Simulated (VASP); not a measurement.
# As (Im-3m) in VASP: notebook

Runs on As. Level: PBE. Tasks: single point.

All numbers are computed with VASP 6.6.1; they aren't measurements. Logs are shortened: lines on timing, memory, paths and dates and some standing lists are left out, and cuts for length are marked.

**1. The cell of the first run**

It takes space group Im-3m (No. 229, cubic). Conventional cell: a = 3.452 Å, b = 3.452 Å, c = 3.452 Å, α = 90.00°, β = 90.00°, γ = 90.00°. Within 3.9 Å of As (site symmetry m-3m) lie 14 As at 2.99 to 3.45 Å.

**2. Single point, PBE (volume scaled by 1.08)**

File INCAR:

```
SYSTEM = As
  ALGO = Normal
  EDIFF = 1E-6
  ENCUT = 520
  GGA = PE
  ISIF = 2
  ISMEAR = -1
  LASPH = .TRUE.
  LCHARG = .FALSE.
  LREAL = .FALSE.
  LWAVE = .FALSE.
  NBANDS = 8
  NELM = 60
  PREC = Accurate
  SIGMA = 0.1
```

File KPOINTS:

```
k-points
0
G
  15 15 15
  0 0 0
```

File POSCAR:

```
As
1.0
   -1.7258329717      1.7258329717      1.7258329717
    1.7258329717     -1.7258329717      1.7258329717
    1.7258329717      1.7258329717     -1.7258329717
As
1
Direct
    0.0000000000      0.0000000000      0.0000000000
```

Potentials or basis: VASP PAW PBE potentials, release 64 (As).

The run is started by

```
cat potpaw_PBE.64/As/POTCAR > POTCAR
mpirun -np 1 vasp_std > vasp.out
```

OUTCAR:

```text
SYSTEM = As
   EDIFF = 1E-6
   ENCUT = 520
   GGA = PE
   ISIF = 2
   ISMEAR = -1
   LASPH = .TRUE.
   LREAL = .FALSE.
   NELM = 60
   PREC = Accurate

 ion  position               nearest neighbor table
   1  0.000  0.000  0.000-

  LATTYP: Found a body centered cubic cell.
 ALAT       =     3.4516659434

  Lattice vectors:

 A1 = (  -1.7258329717,   1.7258329717,   1.7258329717)
 A2 = (   1.7258329717,  -1.7258329717,   1.7258329717)
 A3 = (   1.7258329717,   1.7258329717,  -1.7258329717)

Analysis of symmetry for initial positions (statically):
=====================================================================
 Subroutine PRICEL returns:
 Original cell was already a primitive cell.

 Routine SETGRP: Setting up the symmetry group for a
 body centered cubic supercell.

 Subroutine GETGRP returns: Found 48 space group operations
 (whereof 48 operations were pure point group operations)
 out of a pool of 48 trial point group operations.

The static configuration has the point symmetry O_h .

Analysis of symmetry for dynamics (positions and initial velocities):
=====================================================================
 Subroutine PRICEL returns:
 Original cell was already a primitive cell.

 Routine SETGRP: Setting up the symmetry group for a
 body centered cubic supercell.

 Subroutine GETGRP returns: Found 48 space group operations
 (whereof 48 operations were pure point group operations)
 out of a pool of 48 trial point group operations.

The dynamic configuration has the point symmetry O_h .

 Subroutine INISYM returns: Found 48 space group operations
 (whereof 48 operations are pure point group operations),
 and found     1 'primitive' translations

----------------------------------------------------------------------------------------

                                     Primitive cell

  volume of cell :      20.5616

  direct lattice vectors                    reciprocal lattice vectors
    -1.725832972  1.725832972  1.725832972     0.000000000  0.289715174  0.289715174
     1.725832972 -1.725832972  1.725832972     0.289715174  0.000000000  0.289715174
     1.725832972  1.725832972 -1.725832972     0.289715174  0.289715174  0.000000000

  length of vectors
     2.989230392  2.989230392  2.989230392     0.409719129  0.409719129  0.409719129

  position of ions in fractional coordinates (direct lattice)
     0.000000000  0.000000000  0.000000000

  ion indices of the primitive-cell ions
   primitive index   ion index
                 1           1

----------------------------------------------------------------------------------------

 KPOINTS: k-points

Automatic generation of k-mesh.
 Grid dimensions read from file:
 generate k-points for:   15   15   15

 Generating k-lattice:

  Cartesian coordinates                     Fractional coordinates (reciprocal lattice)
     0.000000000  0.019314345  0.019314345     0.066666667  0.000000000  0.000000000
     0.019314345  0.000000000  0.019314345     0.000000000  0.066666667  0.000000000
     0.019314345  0.019314345  0.000000000     0.000000000  0.000000000  0.066666667

  Length of vectors
     0.027314609  0.027314609  0.027314609

  Shift w.r.t. Gamma in fractional coordinates (k-lattice)
     0.000000000  0.000000000  0.000000000

 Subroutine IBZKPT returns following result:
 ===========================================

 Found    120 irreducible k-points:

 Following reciprocal coordinates:
            Coordinates               Weight
  0.000000  0.000000  0.000000      1.000000
  0.066667  0.000000  0.000000     12.000000
  0.133333  0.000000  0.000000     12.000000
  0.200000  0.000000  0.000000     12.000000
  0.266667  0.000000  0.000000     12.000000
  0.333333  0.000000  0.000000     12.000000
[... 16 lines left out ...]
  0.333333  0.200000  0.000000     48.000000
  0.400000  0.200000  0.000000     24.000000
 [... further k-points ...]
   k-points           NKPTS =    120   k-points in BZ     NKDIM =    120   number of bands    NBANDS=      8
   number of dos      NEDOS =    301   number of ions     NIONS =      1
   total plane-waves  NPLWV =  13824
   dimension x,y,z NGX =    24 NGY =   24 NGZ =   24
   dimension x,y,z NGXF=    48 NGYF=   48 NGZF=   48
   ions per type =               1
   NGX,Y,Z   is equivalent  to a cutoff of  13.35, 13.35, 13.35 a.u.
   NGXF,Y,Z  is equivalent  to a cutoff of  26.70, 26.70, 26.70 a.u.
 SYSTEM =  As
   PREC   = accura    normal or accurate (medium, high low for compatibility)
   ISTART =      0    job   : 0-new  1-cont  2-samecut
   ICHARG =      2    charge: 1-file 2-atom 10-const
   ISPIN  =      1    spin polarized calculation?
   LNONCOLLINEAR =      F non collinear calculations
   LSORBIT =      F    spin-orbit coupling
   LASPH  =      T    aspherical Exc in radial PAW
   ENCUT  =  520.0 eV  38.22 Ry    6.18 a.u.   5.56  5.56  5.56*2*pi/ulx,y,z
   NELM   =     60;   NELMIN=  2; NELMDL= -5     # of ELM steps
   EDIFF  = 0.1E-05   stopping-criterion for ELM
   LREAL  =      F    real-space projection
   EDIFFG = 0.1E-04   stopping-criterion for IOM
   NSW    =      0    number of steps for IOM
   IBRION =     -1    ionic relax: 0-MD 1-quasi-New 2-CG
   NFREE  =      0    steps in history (QN), initial steepest desc. (CG)
   ISIF   =      2    stress and relaxation
   ISYM   =      2    0-nonsym 1-usesym 2-fastsym
   POTIM  = 0.5000    time-step for ionic-motion
   TEBEG  =    0.0;   TEEND  =   0.0 temperature during run
   PSTRESS=    0.0 pullay stress
   NELECT =       5.0000    total number of electrons
   NUPDOWN=      -1.0000    fix difference up-down
   EMIN   =  10.00;   EMAX   =-10.00  energy-range for DOS
   EFERMI =   0.00;   METHOD = LEGACY
   ISMEAR =    -1;   SIGMA  =   0.10  broadening in eV -4-tet -1-fermi 0-gaus
   EFERMI_NEDOS =   21; number of points for ismear=-14 and -15
   IALGO  =     38    algorithm
   IMIX   =      4    mixing-type and parameters
     AMIX     =   0.40;   BMIX     =  1.00
     AMIX_MAG =   1.60;   BMIX_MAG =  1.00
  volume/ion in A,a.u.               =      20.56       138.76
  Fermi-wavevector in a.u.,A,eV,Ry     =   1.021832  1.930982 14.206390  1.044140
  Thomas-Fermi vector in A             =   2.155478
   LORBIT       =      0    0 simple, 1 ext, 2 COOP (PROOUT), +10 PAW based schemes
   GGA     = PE    functional components
   LHFCALC =     F    Hartree Fock is set to
   AEXX    =    0.0000 exact exchange contribution
   IVDW    =     0    specifies the selected vdW correction
   LEPSILON=     F    determine dielectric tensor
   LRPA    =     F    only Hartree local field effects (RPA)
 non-spin polarized calculation
  energy-cutoff  :      520.00
  volume of cell :       20.56
 maximum number of plane-waves:       570
   NGX = 11   NGY = 11   NGZ = 11

 number of electron       5.0000001 magnetization

 Free energy of the ion-electron system (eV)
  ---------------------------------------------------
  ext. energy  EPLUGINS =         0.00000000
  ---------------------------------------------------
  free energy    TOTEN  =        -4.21340839 eV

  energy without entropy =       -4.19155618  energy(sigma->0) =       -4.20248229

 E-fermi :   5.5932     XC(G=0): -10.4360

 val. band max:        5.5776777349   @ k =  -0.2667   0.4000   0.0667
 cond. band min:       5.6795507190   @ k =   0.4000   0.1333   0.0000
 fundamental gap:      0.1018729841
 Fermi energy:         5.5932237644

 k-point     1 :       0.0000    0.0000    0.0000
  band No.  band energies     occupation
      1      -8.7836      2.00000
      2      10.9123      0.00000
      3      10.9123      0.00000
      4      10.9123      0.00000
      5      18.3134      0.00000
      6      18.3134      0.00000
      7      18.3134      0.00000
      8      18.8711      0.00000

 k-point     2 :       0.0667    0.0000    0.0000
  band No.  band energies     occupation
      1      -8.6811      2.00000
      2      10.2108      0.00000
      3      10.6443      0.00000
      4      10.8569      0.00000
      5      17.8345      0.00000
      6      17.9386      0.00000
      7      18.7770      0.00000
      8      19.4381      0.00000

 k-point     3 :       0.1333    0.0000    0.0000
  band No.  band energies     occupation
      1      -8.3752      2.00000
      2       8.5674      0.00000
      3      10.0031      0.00000
      4      10.6982      0.00000
      5      16.7467      0.00000
      6      16.9157      0.00000
      7      19.8818      0.00000
      8      20.0040      0.00000

 k-point     4 :       0.2000    0.0000    0.0000
  band No.  band energies     occupation
      1      -7.8713      2.00000
      2       6.5757      0.00011
      3       9.2507      0.00000
      4      10.4612      0.00000
      5      15.5263      0.00000
      6      16.0076      0.00000
      7      19.9916      0.00000
      8      20.2763      0.00000

 k-point     5 :       0.2667    0.0000    0.0000
  band No.  band energies     occupation
      1      -7.1819      2.00000
      2       4.5370      1.99995
      3       8.5501      0.00000
      4      10.1890      0.00000
      5      14.5396      0.00000
      6      15.2389      0.00000
      7      20.2792      0.00000
      8      20.9246      0.00000
[... 177 lines left out ...]
 k-point    22 :       0.2667    0.2000    0.0000
  band No.  band energies     occupation
      1      -5.2944      2.00000
      2       2.0375      2.00000
      3       4.8341      1.99899
      4       8.6781      0.00000
      5      15.0464      0.00000
      6      17.0991      0.00000
      7      20.6097      0.00000
      8      22.4930      0.00000

 k-point    23 :       0.3333    0.2000    0.0000
  band No.  band energies     occupation
      1      -4.4870      2.00000
      2       0.8988      2.00000
      3       4.2945      2.00000
      4       8.4698      0.00000
      5      14.8828      0.00000
      6      17.5832      0.00000
      7      20.6779      0.00000
      8      22.2371      0.00000

 k-point    24 :       0.4000    0.2000    0.0000
  band No.  band energies     occupation
      1      -4.1049      2.00000
      2       0.3899      2.00000
      3       4.1268      2.00000
      4       8.3983      0.00000
      5      14.8182      0.00000
      6      17.8110      0.00000
      7      21.0096      0.00000
      8      21.5170      0.00000

 [... further k-points ...]
[... 5 lines left out ...]
  --------------------------------------------------------------------------------------
  -------------------------------------------------------------------------------------
  Total       -0.6666532     -0.6666532     -0.6666532      0.0000000     -0.0000000      0.0000000
  in kB      -51.9462569    -51.9462569    -51.9462569      0.0000000     -0.0000000      0.0000000
  external PRESSURE =     -51.9462569 kB  Pullay stress =       0.0000000 kB

 VOLUME and BASIS-vectors are now :
 -----------------------------------------------------------------------------
  energy-cutoff  :      520.00
  volume of cell :       20.56
      direct lattice vectors                 reciprocal lattice vectors
    -1.725832972  1.725832972  1.725832972     0.000000000  0.289715174  0.289715174
     1.725832972 -1.725832972  1.725832972     0.289715174  0.000000000  0.289715174
     1.725832972  1.725832972 -1.725832972     0.289715174  0.289715174  0.000000000

 POSITION                                       TOTAL-FORCE (eV/Angst)
 -----------------------------------------------------------------------------------
      0.00000      0.00000      0.00000         0.000000     -0.000000      0.000000
 -----------------------------------------------------------------------------------
    total drift:                                0.000000      0.000000      0.000000

  FREE ENERGIE OF THE ION-ELECTRON SYSTEM (eV)
  ---------------------------------------------------
  free  energy   TOTEN  =        -4.2134083905 eV

  energy  without entropy=       -4.1915561824  energy(sigma->0) =       -4.20248229
```

It took 5.2 s on 1 thread of Intel Xeon 6975P-C, shared host; peak memory 0.14 GiB.

Results:

* Free energy: -4.2134 eV
* Pressure: -5.2 GPa

Levels at points of the mesh, in eV from the Fermi level:
| k point | band 1 | band 2 | band 3 | band 4 | band 5 |
| --- | --- | --- | --- | --- | --- |
| (0.00, 0.00, 0.00) | -14.38 | 5.32 | 5.32 | 5.32 | 12.72 |

Caveat: the cell differs from its parent crystal (volume scaled by 1.08).

**3. Single point, PBE (volume scaled by 1.12)**

INCAR is that of step 2.

KPOINTS is that of step 2.

File POSCAR:

```
As
1.0
   -1.7468817898      1.7468817898      1.7468817898
    1.7468817898     -1.7468817898      1.7468817898
    1.7468817898      1.7468817898     -1.7468817898
As
1
Direct
    0.0000000000      0.0000000000      0.0000000000
```

Potentials or basis: VASP PAW PBE potentials, release 64 (As).

The run is started by

```
cat potpaw_PBE.64/As/POTCAR > POTCAR
mpirun -np 1 vasp_std > vasp.out
```

It took 5.3 s on 1 thread of Intel Xeon 6975P-C, shared host; peak memory 0.15 GiB.

The run converged. Its results:

```
Free energy : -4.1841 eV
Pressure    : -7.1 GPa
```

Levels at points of the mesh, in eV from the Fermi level:
| k point | band 1 | band 2 | band 3 | band 4 | band 5 | band 6 | band 7 |
| --- | --- | --- | --- | --- | --- | --- | --- |
| (0.00, 0.00, 0.00) | -14.08 | 5.05 | 5.05 | 5.05 | 12.57 | 12.57 | 12.57 |

Caveat: the cell differs from its parent crystal (volume scaled by 1.12).

**4. Single point, PBE**

This run uses another cell than the first one, of 19.04 Å³/atom, 0.926 times its volume.

File INCAR:

```
SYSTEM = As
ALGO = Normal
EDIFF = 1E-6
ENCUT = 520
GGA = PE
ISIF = 2
ISMEAR = -1
LASPH = .True.
LCHARG = .False.
LREAL = .False.
LWAVE = .False.
NBANDS = 8
NELM = 100
PREC = Accurate
SIGMA = 0.1
```

File KPOINTS:

```
k-points
0
Gamma
  22 22 22
  0 0 0
```

File POSCAR:

```
As
1.0
   -1.6821220742      1.6821220742      1.6821220742
    1.6821220742     -1.6821220742      1.6821220742
    1.6821220742      1.6821220742     -1.6821220742
As
1
Direct
    0.0000000000      0.0000000000      0.0000000000
```

The run is started by

```
cat potpaw_PBE.64/As/POTCAR > POTCAR
mpirun -np 1 vasp_std > vasp.out
```

Run time: 13 s. Hardware: 1 thread of Intel Xeon 6975P-C, shared host; peak memory 0.18 GiB.

The run converged. Its results:

| Property | Result |
| --- | --- |
| Free energy | -4.2436 eV |
| Pressure | 0.1 GPa |

Levels at points of the mesh, in eV from the Fermi level:
| k point | band 1 | band 2 | band 3 | band 4 | band 5 | band 6 | band 7 | band 8 |
| --- | --- | --- | --- | --- | --- | --- | --- | --- |
| (0.00, 0.00, 0.00) | -15.04 | 5.92 | 5.92 | 5.92 | 13.06 | 13.06 | 13.06 | 14.62 |
| (0.50, 0.00, 0.00) | -10.30 | -6.47 | 1.96 | 4.37 | 7.74 | 8.50 | 18.07 | 19.38 |
| (0.50, 0.50, 0.50) | -6.65 | -2.20 | -2.20 | -2.20 | 3.71 | 3.71 | 23.97 | 23.97 |

**5. Overview**

```csv
cell,k mesh,gap on the mesh (eV),pressure (GPa)
"a = 2.989 Å, angles 109.5°, 1 atom",15 × 15 × 15,none,-5.2
"a = 3.026 Å, angles 109.5°, 1 atom",15 × 15 × 15,none,-7.1
"a = 2.914 Å, angles 109.5°, 1 atom",22 × 22 × 22,none,0.1
```

Alike in all rows: task single point; level PBE; potentials or basis VASP PAW PBE potentials, release 64 (As); no spin polarisation; cutoff (eV) 520; smearing fermi-dirac 0.1 eV.

Absolute energies hang on the potentials; compare differences alone.
